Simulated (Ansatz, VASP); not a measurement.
Se in VASP and in Ansatz

```
CELL_PARAMETERS angstrom
4.67624 0.00000 0.00000
-2.33812 4.04975 0.00000
0.00000 0.00000 3.13325
ATOMIC_POSITIONS crystal
Se 0.00000 0.00000 0.00000
Se 0.33333 0.66667 0.50000
Se 0.66667 0.33333 0.50000
```

Alike in both runs: task single point; functional PBEsol; k mesh 9 × 9 × 11; occupations fermi-dirac, width 0.1 eV; no spin polarisation.

```csv
,VASP,Ansatz
version,VASP 6.6.1,Ansatz 0.2.0
potentials or method,"VASP PAW PBE potentials, release 64 (Se), cutoff 520 eV","plane waves (420 eV) with PAW, scalar-relativistic"
valence electrons in the cell,18,48
```

|  | VASP | Ansatz | Ansatz less VASP |
| --- | --- | --- | --- |
| pressure (GPa) | 0.1 | 0.0 | -0.09 |
| traceless stress, the component that is largest in VASP (GPa) | 0.65 | 0.67 | +0.018 |

VASP's potentials were made for PBE, not for PBEsol, and Ansatz warns of the same on its side. With one functional, cell and mesh, what is left measures potentials, basis and numerics. VASP's potentials hold 18 valence electrons a cell and Ansatz's 48, so a difference there can come from the potentials and not from the codes.
